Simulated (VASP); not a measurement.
**Zr: single point with r2SCAN**

Zr:

```
CELL_PARAMETERS angstrom
-1.79785 1.79785 1.79785
1.79785 -1.79785 1.79785
1.79785 1.79785 -1.79785
ATOMIC_POSITIONS crystal
Zr 0.00000 0.00000 0.00000
```

- Program: VASP 6.6.1
- Task: single point
- Functional: r2SCAN
- Potentials or basis: VASP PAW PBE potentials, release 64 (Zr_sv)
- Cutoff: 550 eV
- k mesh: 10 × 10 × 10
- Occupations: fermi-dirac, width 0.05 eV
- Spin: no spin polarisation

```
Pressure               : -1.1 GPa
Band gap on the k mesh : zero (band 6 reaches 10.07 eV, above the bottom of band 7 at 8.00 eV)
```

Levels at points of the mesh, in eV from the Fermi level:
```
           k point  band 4  band 5  band 6  band 7  band 8  band 9
(0.00, 0.00, 0.00)  -27.04   -5.76    1.27    1.27    1.27    3.80
(0.50, 0.00, 0.00)  -27.05   -2.97   -0.65    1.44    3.83    4.51
(0.50, 0.50, 0.50)  -27.73   -2.76   -2.76    5.88    5.88    5.88
```

Run time: 28 s on 1 thread of Intel(R) Xeon(R) Platinum 8488C (Sapphire Rapids), on a shared host, peak memory 0.14 GiB.

Caveat: the PAW data sets were made with another functional, which shifts forces and pressure a little.
